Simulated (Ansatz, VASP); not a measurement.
# Two plane-wave programs on Al

```
CELL_PARAMETERS angstrom
-1.59122 1.59122 1.67078
1.59122 -1.59122 1.67078
1.59122 1.59122 -1.67078
ATOMIC_POSITIONS crystal
Al 0.00000 0.00000 0.00000
```

Change from the starting cell: strain +0.000 along x and y, +0.050 along z, atoms carried along.

Alike in both runs: task single point; functional PBEsol; k mesh 20 × 20 × 20; occupations gaussian, width 0.15 eV; no spin polarisation.

|  | VASP | Ansatz |
| --- | --- | --- |
| version | VASP 6.6.1 | Ansatz 0.2.0 |
| potentials or method | VASP PAW PBE potentials, release 64 (Al), cutoff 520 eV | scalar-relativistic, plane waves, PAW |
| valence electrons in the cell | 3 | 3 |

VASP gave:

- gap on the k mesh at the Fermi level (eV): none
- pressure (GPa): -1.4
- traceless stress, the component that is largest in VASP (GPa): 1.47

Question: Estimate Ansatz's values.

Answer: gap on the k mesh at the Fermi level (eV): none; pressure (GPa): -1.5; traceless stress, the component that is largest in VASP (GPa): 1.47.

VASP's potentials were made for PBE, not for PBEsol. A gap of «none» marks a metal or a gap that the smearing closes. The functional is the same, so the differences come from potentials, cutoffs and numerics.
